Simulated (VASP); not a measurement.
Runs of VASP 6.6.1 on AgB2. The structure is that of space group P6/mmm (No. 191), or close to it. The cells are those of the table. 

```csv
task,cell,gap on the mesh (eV),pressure (GPa)
electric field gradients,"a = 2.980, b = 2.980, c = 3.218 Å, angles 90.0, 90.0, 120.0°, 3 atoms",none,54.6
single point,"a = 3.010, b = 3.010, c = 3.251 Å, angles 90.0, 90.0, 120.0°, 3 atoms",none,(a)
electric field gradients,"a = 3.039, b = 3.039, c = 3.283 Å, angles 90.0, 90.0, 120.0°, 3 atoms",none,33.5
single point,"a = 2.939, b = 2.939, c = 3.174 Å, angles 90.0, 90.0, 120.0°, 3 atoms",none,(b)
electric field gradients,"a = 3.000, b = 3.013, c = 3.240 Å, angles 90.2, 90.6, 120.4°, 3 atoms",none,46.9
```

Alike in all rows: level PBEsol; potentials or basis VASP PAW PBE potentials, release 64 (Ag, B); no spin polarisation; k mesh 16 × 16 × 13; cutoff (eV) 520; smearing fermi-dirac 0.05 eV.

Task: Estimate the missing entries.

Result: (a) 43.3; (b) 72.4.

Caveats: the PAW data sets were made with another functional, which shifts forces and pressure a little; the stress differs along the axes, from 44 to 75 GPa (at least some runs); the stress differs along the axes, from 33 to 64 GPa (at least some runs); the stress differs along the axes, from 23 to 54 GPa (at least some runs); the stress differs along the axes, from 62 to 93 GPa (at least some runs); the stress differs along the axes, from 37 to 68 GPa (at least some runs).

A k mesh can miss the band edges, and the runs leave out spin-orbit coupling on Ag.

A gap of «none» marks levels without a gap at the run's occupations.
